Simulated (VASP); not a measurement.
# In3Cu (Pm-3m) in VASP: further runs

In3Cu is run at these levels: RPBE+U, r2SCAN, BLYP+U, PBE; tasks: single point.

Everything below comes from runs of VASP 6.6.1. Logs are shortened: lines on timing, memory, paths and dates and some standing lists are left out, and cuts for length are marked.

### Step 1. The cell of the first run

The structure is cubic, space group Pm-3m (No. 221). The conventional cell has a = 4.318 Å, b = 4.318 Å, c = 4.318 Å, α = 90.00°, β = 90.00°, γ = 90.00°. In (site symmetry 4/mmm) has 8 In at 3.05 Å and 4 Cu at 3.05 Å within 4.0 Å. Cu (site symmetry m-3m) has 12 In at 3.05 Å within 4.0 Å.

### Step 2. Single point, RPBE+U

Input file INCAR:

```
SYSTEM = In3Cu
PREC     = Accurate       ! precision mode
ENCUT    = 600            ! plane-wave cutoff, eV
EDIFF    = 1E-6           ! SCF threshold, eV
ISMEAR   = 0              ! smearing method
SIGMA    = 0.1            ! smearing width, eV
LREAL    = .FALSE.        ! projectors in reciprocal space
LASPH    = .TRUE.         ! aspherical terms in the spheres
NELM     = 200            ! most SCF steps
ALGO     = Normal         ! electronic algorithm
ISIF     = 2              ! what is computed and relaxed
LWAVE    = .FALSE.        ! write WAVECAR
LCHARG   = .FALSE.        ! write CHGCAR
LMAXMIX  = 4              ! l up to which the mixer works
LDAU     = .TRUE.         ! DFT+U
LDAUTYPE = 1            
LDAUL    = 2 -1           ! shell
LDAUU    = 6.9 0          ! U, eV
LDAUJ    = 0.55 0       
LDAUPRINT= 1            
GGA      = RP             ! functional
NBANDS   = 33             ! bands
GGA_COMPAT= .FALSE.
```

Input file KPOINTS:

```
regular mesh
0
G
  3 3 3
  0 0 0
```

Input file POSCAR:

```
In3Cu
1.0
    4.3184245796      0.0000000000      0.0000000000
    0.0000000000      4.3184245796      0.0000000000
    0.0000000000      0.0000000000      4.3184245796
In Cu
3 1
Direct
    0.0000000000      0.5000000000      0.5000000000
    0.5000000000      0.0000000000      0.5000000000
    0.5000000000      0.5000000000      0.0000000000
    0.0000000000      0.0000000000      0.0000000000
```

Potentials or basis: VASP PAW PBE potentials, release 64 (In_d, Cu).

The run is started by

```bash
$ cat potpaw_PBE.64/In_d/POTCAR potpaw_PBE.64/Cu/POTCAR > POTCAR
$ mpirun -np 1 vasp_std > vasp.out
```

OUTCAR:

```text
SYSTEM = In3Cu
   PREC = Accurate
   ENCUT = 600
   EDIFF = 1E-6
   ISMEAR = 0
   LREAL = .FALSE.
   LASPH = .TRUE.
   NELM = 200
   ISIF = 2
   GGA = RP

 ion  position               nearest neighbor table
   1  0.000  0.500  0.500-   2 3.05   3 3.05   4 3.05   3 3.05   4 3.05   2 3.05   4 3.05   4 3.05
                             2 3.05   3 3.05   3 3.05   2 3.05
   2  0.500  0.000  0.500-   1 3.05   3 3.05   4 3.05   3 3.05   4 3.05   1 3.05   3 3.05   3 3.05
                             1 3.05   4 3.05   4 3.05   1 3.05
   3  0.500  0.500  0.000-   1 3.05   2 3.05   4 3.05   1 3.05   2 3.05   2 3.05   4 3.05   2 3.05
                             1 3.05   4 3.05   1 3.05   4 3.05
   4  0.000  0.000  0.000-   1 3.05   2 3.05   3 3.05   1 3.05   2 3.05   1 3.05   3 3.05   1 3.05
                             2 3.05   3 3.05   2 3.05   3 3.05

  LATTYP: Found a simple cubic cell.
 ALAT       =     4.3184245796

  Lattice vectors:

 A1 = (   4.3184245796,   0.0000000000,   0.0000000000)
 A2 = (   0.0000000000,   4.3184245796,   0.0000000000)
 A3 = (   0.0000000000,   0.0000000000,   4.3184245796)

Analysis of symmetry for initial positions (statically):
=====================================================================
 Subroutine PRICEL returns:
 Original cell was already a primitive cell.

 Routine SETGRP: Setting up the symmetry group for a
 simple cubic supercell.

 Subroutine GETGRP returns: Found 48 space group operations
 (whereof 48 operations were pure point group operations)
 out of a pool of 48 trial point group operations.

The static configuration has the point symmetry O_h .

Analysis of symmetry for dynamics (positions and initial velocities):
=====================================================================
 Subroutine PRICEL returns:
 Original cell was already a primitive cell.

 Routine SETGRP: Setting up the symmetry group for a
 simple cubic supercell.

 Subroutine GETGRP returns: Found 48 space group operations
 (whereof 48 operations were pure point group operations)
 out of a pool of 48 trial point group operations.

The dynamic configuration has the point symmetry O_h .

 Subroutine INISYM returns: Found 48 space group operations
 (whereof 48 operations are pure point group operations),
 and found     1 'primitive' translations

----------------------------------------------------------------------------------------

                                     Primitive cell

  volume of cell :      80.5334

  direct lattice vectors                    reciprocal lattice vectors
     4.318424580  0.000000000  0.000000000     0.231565929  0.000000000  0.000000000
     0.000000000  4.318424580  0.000000000     0.000000000  0.231565929  0.000000000
     0.000000000  0.000000000  4.318424580     0.000000000  0.000000000  0.231565929

  length of vectors
     4.318424580  4.318424580  4.318424580     0.231565929  0.231565929  0.231565929

  position of ions in fractional coordinates (direct lattice)
     0.000000000  0.500000000  0.500000000
     0.500000000  0.000000000  0.500000000
     0.500000000  0.500000000  0.000000000
     0.000000000  0.000000000  0.000000000

  ion indices of the primitive-cell ions
   primitive index   ion index
                 1           1
                 2           2
                 3           3
                 4           4

----------------------------------------------------------------------------------------

 KPOINTS: regular mesh

Automatic generation of k-mesh.
 Grid dimensions read from file:
 generate k-points for:    3    3    3

 Generating k-lattice:

  Cartesian coordinates                     Fractional coordinates (reciprocal lattice)
     0.077188643  0.000000000  0.000000000     0.333333333  0.000000000  0.000000000
     0.000000000  0.077188643  0.000000000     0.000000000  0.333333333  0.000000000
     0.000000000  0.000000000  0.077188643     0.000000000  0.000000000  0.333333333

  Length of vectors
     0.077188643  0.077188643  0.077188643

  Shift w.r.t. Gamma in fractional coordinates (k-lattice)
     0.000000000  0.000000000  0.000000000

 Subroutine IBZKPT returns following result:
 ===========================================

 Found      4 irreducible k-points:

 Following reciprocal coordinates:
            Coordinates               Weight
  0.000000  0.000000  0.000000      1.000000
  0.333333  0.000000  0.000000      6.000000
  0.333333  0.333333  0.000000     12.000000
  0.333333  0.333333  0.333333      8.000000
   k-points           NKPTS =      4   k-points in BZ     NKDIM =      4   number of bands    NBANDS=     33
   number of dos      NEDOS =    301   number of ions     NIONS =      4
   total plane-waves  NPLWV =  46656
   dimension x,y,z NGX =    36 NGY =   36 NGZ =   36
   dimension x,y,z NGXF=    72 NGYF=   72 NGZF=   72
   ions per type =               3   1
   NGX,Y,Z   is equivalent  to a cutoff of  13.86, 13.86, 13.86 a.u.
   NGXF,Y,Z  is equivalent  to a cutoff of  27.72, 27.72, 27.72 a.u.
 SYSTEM =  In3Cu
   PREC   = accura    normal or accurate (medium, high low for compatibility)
   ISTART =      0    job   : 0-new  1-cont  2-samecut
   ICHARG =      2    charge: 1-file 2-atom 10-const
   ISPIN  =      1    spin polarized calculation?
   LNONCOLLINEAR =      F non collinear calculations
   LSORBIT =      F    spin-orbit coupling
   LASPH  =      T    aspherical Exc in radial PAW
   ENCUT  =  600.0 eV  44.10 Ry    6.64 a.u.   8.62  8.62  8.62*2*pi/ulx,y,z
   NELM   =    200;   NELMIN=  2; NELMDL= -5     # of ELM steps
   EDIFF  = 0.1E-05   stopping-criterion for ELM
   LREAL  =      F    real-space projection
   EDIFFG = 0.1E-04   stopping-criterion for IOM
   NSW    =      0    number of steps for IOM
   IBRION =     -1    ionic relax: 0-MD 1-quasi-New 2-CG
   NFREE  =      0    steps in history (QN), initial steepest desc. (CG)
   ISIF   =      2    stress and relaxation
   ISYM   =      2    0-nonsym 1-usesym 2-fastsym
   POTIM  = 0.5000    time-step for ionic-motion
   TEBEG  =    0.0;   TEEND  =   0.0 temperature during run
   PSTRESS=    0.0 pullay stress
   NELECT =      50.0000    total number of electrons
   NUPDOWN=      -1.0000    fix difference up-down
   EMIN   =  10.00;   EMAX   =-10.00  energy-range for DOS
   EFERMI =   0.00;   METHOD = LEGACY
   ISMEAR =     0;   SIGMA  =   0.10  broadening in eV -4-tet -1-fermi 0-gaus
   EFERMI_NEDOS =   21; number of points for ismear=-14 and -15
   IALGO  =     38    algorithm
   IMIX   =      4    mixing-type and parameters
     AMIX     =   0.40;   BMIX     =  1.00
     AMIX_MAG =   1.60;   BMIX_MAG =  1.00
  volume/ion in A,a.u.               =      20.13       135.87
  Fermi-wavevector in a.u.,A,eV,Ry     =   1.396603  2.639196 26.538145  1.950499
  Thomas-Fermi vector in A             =   2.519941
   LORBIT       =      0    0 simple, 1 ext, 2 COOP (PROOUT), +10 PAW based schemes
 LDA+U is selected, type is set to LDAUTYPE =  1
   angular momentum for each species LDAUL =     2   -1
   U (eV)           for each species LDAUU =   6.9  0.0
   J (eV)           for each species LDAUJ =   0.6  0.0
   GGA     = RP    functional components
   LHFCALC =     F    Hartree Fock is set to
   AEXX    =    0.0000 exact exchange contribution
   IVDW    =     0    specifies the selected vdW correction
   LEPSILON=     F    determine dielectric tensor
   LRPA    =     F    only Hartree local field effects (RPA)
 non-spin polarized calculation
 Gauss-broadening in eV      SIGMA  =   0.10
  energy-cutoff  :      600.00
  volume of cell :       80.53
 maximum number of plane-waves:      2721
 NGX is ok and might be reduce to    36
   NGX = 17   NGY = 17   NGZ = 17

atom =   1  type =  1  l = 2

 onsite density matrix

spin component  1
[... 83 lines left out ...]
  o =  0.9933  v =  0.0000  0.0000  1.0000  0.0000 -0.0000  0.0000  0.0000  0.0000  0.0000  0.0000      0.0000  0.0000  0.0000  0.0000  0.0000  0.0000  0.0000  0.0000  0.0000  0.0000
  o =  0.9933  v =  0.0000  0.0000  0.0000  0.0000  0.0000  0.0000  0.0000  1.0000  0.0000 -0.0000      0.0000  0.0000  0.0000  0.0000  0.0000  0.0000  0.0000  0.0000  0.0000  0.0000
  o =  0.9959  v =  0.0000  0.0000  0.0000 -0.0000  1.0000  0.0000  0.0000  0.0000  0.0000  0.0000      0.0000  0.0000  0.0000  0.0000  0.0000  0.0000  0.0000  0.0000  0.0000  0.0000
  o =  0.9959  v =  0.0000  0.0000  0.0000  0.0000  0.0000  0.0000  0.0000  0.0000 -0.0000  1.0000      0.0000  0.0000  0.0000  0.0000  0.0000  0.0000  0.0000  0.0000  0.0000  0.0000
  o =  1.0022  v =  1.0000  0.0000  0.0000  0.0000  0.0000  0.0000  0.0000  0.0000  0.0000  0.0000      0.0000  0.0000  0.0000  0.0000  0.0000  0.0000  0.0000  0.0000  0.0000  0.0000
  o =  1.0022  v =  0.0000  0.0000  0.0000  0.0000  0.0000  1.0000  0.0000  0.0000  0.0000  0.0000      0.0000  0.0000  0.0000  0.0000  0.0000  0.0000  0.0000  0.0000  0.0000  0.0000
  o =  1.0036  v =  0.0000  0.0000  0.0000  0.0000  0.0000  0.0000 -0.2316  0.0000  0.9728  0.0000      0.0000  0.0000  0.0000  0.0000  0.0000  0.0000  0.0000  0.0000  0.0000  0.0000
  o =  1.0036  v =  0.0000 -0.2316  0.0000  0.9728  0.0000  0.0000  0.0000  0.0000  0.0000  0.0000      0.0000  0.0000  0.0000  0.0000  0.0000  0.0000  0.0000  0.0000  0.0000  0.0000
  o =  1.0036  v =  0.0000  0.0000  0.0000  0.0000  0.0000  0.0000 -0.9728  0.0000 -0.2316  0.0000      0.0000  0.0000  0.0000  0.0000  0.0000  0.0000  0.0000  0.0000  0.0000  0.0000
  o =  1.0036  v =  0.0000 -0.9728  0.0000 -0.2316  0.0000  0.0000  0.0000  0.0000  0.0000  0.0000      0.0000  0.0000  0.0000  0.0000  0.0000  0.0000  0.0000  0.0000  0.0000  0.0000

 number of electron      49.9999994 magnetization

 Free energy of the ion-electron system (eV)
  ---------------------------------------------------
  ext. energy  EPLUGINS =         0.00000000
  ---------------------------------------------------
  free energy    TOTEN  =        -7.95750292 eV

  energy without entropy =       -7.94882616  energy(sigma->0) =       -7.95316454

 E-fermi :   8.7235     XC(G=0): -11.0774

 val. band max:        8.5834456031   @ k =   0.0000   0.0000   0.0000
 cond. band min:       8.7897156186   @ k =   0.3333   0.0000   0.0000
 fundamental gap:      0.2062700154
 Fermi energy:         8.7235202082

 k-point     1 :       0.0000    0.0000    0.0000
  band No.  band energies     occupation
      1      -9.3268      2.00000
      2      -9.3268      2.00000
      3      -9.3268      2.00000
      4      -9.2660      2.00000
      5      -8.9870      2.00000
      6      -8.9870      2.00000
[... 133 lines left out ...]
     32      17.7795      0.00000
     33      18.1346      0.00000

------------------------ aborting loop because EDIFF is reached ----------------------------------------

  FORCE on cell =-STRESS in cart. coord.  units (eV):
  Direction    XX          YY          ZZ          XY          YZ          ZX
  --------------------------------------------------------------------------------------
  -------------------------------------------------------------------------------------
  Total        2.6102391      2.6102391      2.6102391      0.0000000      0.0000000     -0.0000000
  in kB       51.9295852     51.9295852     51.9295852      0.0000000      0.0000000     -0.0000000
  external PRESSURE =      51.9295852 kB  Pullay stress =       0.0000000 kB

 VOLUME and BASIS-vectors are now :
 -----------------------------------------------------------------------------
  energy-cutoff  :      600.00
  volume of cell :       80.53
      direct lattice vectors                 reciprocal lattice vectors
     4.318424580  0.000000000  0.000000000     0.231565929  0.000000000  0.000000000
     0.000000000  4.318424580  0.000000000     0.000000000  0.231565929  0.000000000
     0.000000000  0.000000000  4.318424580     0.000000000  0.000000000  0.231565929

 POSITION                                       TOTAL-FORCE (eV/Angst)
 -----------------------------------------------------------------------------------
      0.00000      2.15921      2.15921         0.000000      0.000000      0.000000
      2.15921      0.00000      2.15921         0.000000      0.000000      0.000000
      2.15921      2.15921      0.00000         0.000000      0.000000      0.000000
      0.00000      0.00000      0.00000         0.000000      0.000000      0.000000
 -----------------------------------------------------------------------------------
    total drift:                                0.000000      0.000000      0.000000

  FREE ENERGIE OF THE ION-ELECTRON SYSTEM (eV)
  ---------------------------------------------------
  free  energy   TOTEN  =        -7.9575029210 eV

  energy  without entropy=       -7.9488261572  energy(sigma->0) =       -7.95316454
```

Run time: 13 s. Hardware: 1 thread of Intel Xeon 6975P-C (Granite Rapids), shared host; peak memory 0.2 GiB.

Results:

```
Free energy            : -7.9575 eV
Pressure               : 5.2 GPa
Band gap on the k mesh : zero (band 25 reaches 9.34 eV, above the bottom of band 26 at 8.09 eV)
```

Levels at points of the mesh, in eV from the Fermi level:
```csv
k point,band 22,band 23,band 24,band 25,band 26,band 27,band 28,band 29
"(0.00, 0.00, 0.00)",-1.80,-1.80,-1.80,-0.14,-0.14,0.54,5.87,5.87
```

Eigenvalues of the final occupation matrices:
```tsv
site	spin	trace	eigenvalues
site 1 d	1	5.00	0.99 1.00 1.00 1.00 1.00
site 1 d	2	5.00	0.99 1.00 1.00 1.00 1.00
site 2 d	1	5.00	0.99 1.00 1.00 1.00 1.00
site 2 d	2	5.00	0.99 1.00 1.00 1.00 1.00
site 3 d	1	5.00	0.99 1.00 1.00 1.00 1.00
site 3 d	2	5.00	0.99 1.00 1.00 1.00 1.00
```

Caveat: the k points lie up to 0.48 Å⁻¹ apart; the PAW data sets were made with another functional, which shifts forces and pressure a little; spin-orbit coupling is left out, which moves the levels of the heavy elements; U without spin polarisation on a metal has little footing; the U is typed as a test and isn't derived for this compound.

### Step 3. Single point, r2SCAN

This run uses another cell than the first one, of 22.52 Å³/atom, 1.119 times its volume.

Input file POSCAR:

```
In3Cu
1.0
    4.4827670000      0.0000000000      0.0000000000
    0.0000000000      4.4827670000      0.0000000000
    0.0000000000      0.0000000000      4.4827670000
In Cu
3 1
Direct
    0.0000000000      0.5000000000      0.5000000000
    0.5000000000      0.0000000000      0.5000000000
    0.5000000000      0.5000000000      0.0000000000
    0.0000000000      0.0000000000      0.0000000000
```

Input file INCAR.step1:

```
ALGO = Normal ; EDIFF = 1E-5
ENCUT = 660 ; GGA = PE
GGA_COMPAT = False ; ISMEAR = 0
LASPH = True ; LCHARG = False
LREAL = False ; LWAVE = True
NBANDS = 33 ; NELM = 120
PREC = Accurate ; SIGMA = 0.1
```

Input file INCAR.step2:

```
ALGO = Normal ; EDIFF = 1E-6
ENCUT = 660 ; GGA_COMPAT = False
ISIF = 2 ; ISMEAR = 0
ISTART = 1 ; LASPH = True
LCHARG = False ; LMIXTAU = True
LREAL = False ; LWAVE = False
METAGGA = R2SCAN ; NBANDS = 33
NELM = 120 ; PREC = Accurate
SIGMA = 0.1
```

Input file KPOINTS:

```
k-points
0
Gamma
  2 2 2
```

Potentials or basis: VASP PAW PBE potentials, release 64 (In_d, Cu).

The run is started by

```bash
$ cat potpaw_PBE.64/In_d/POTCAR potpaw_PBE.64/Cu/POTCAR > POTCAR
$ cp INCAR.step1 INCAR
$ mpirun -np 1 vasp_std > vasp.out
$ cp INCAR.step2 INCAR
$ mpirun -np 1 vasp_std > vasp.out
```

It took 50 s on 1 thread of Intel Xeon 6975P-C (Granite Rapids), shared host; peak memory 0.25 GiB.

It converged, with:

```yaml
Free_energy: -76.6077 eV
Pressure: 2.9 GPa
Band_gap_on_the_k_mesh: zero (band 25 reaches 10.00 eV, above the bottom of band 26 at 5.48 eV)
```

Levels at points of the mesh, in eV from the Fermi level:
```
           k point  band 22  band 23  band 24  band 25  band 26  band 27  band 28  band 29
(0.00, 0.00, 0.00)    -2.49    -2.49    -2.49    -1.16    -1.16     0.25     4.80     4.80
(0.50, 0.00, 0.00)    -3.20    -0.99    -0.07    -0.07     0.58     0.58     0.68     2.11
(0.50, 0.50, 0.00)    -3.20    -3.09    -2.96     1.93     2.12     2.45     2.45     2.76
(0.50, 0.50, 0.50)    -3.56    -3.17    -3.17    -2.59    -2.59    -2.59    -1.75     9.86
```

Caveat: the k points lie up to 0.70 Å⁻¹ apart; the PAW data sets were made with another functional, which shifts forces and pressure a little; spin-orbit coupling is left out, which moves the levels of the heavy elements.

(Continued in part 2 of 2.)
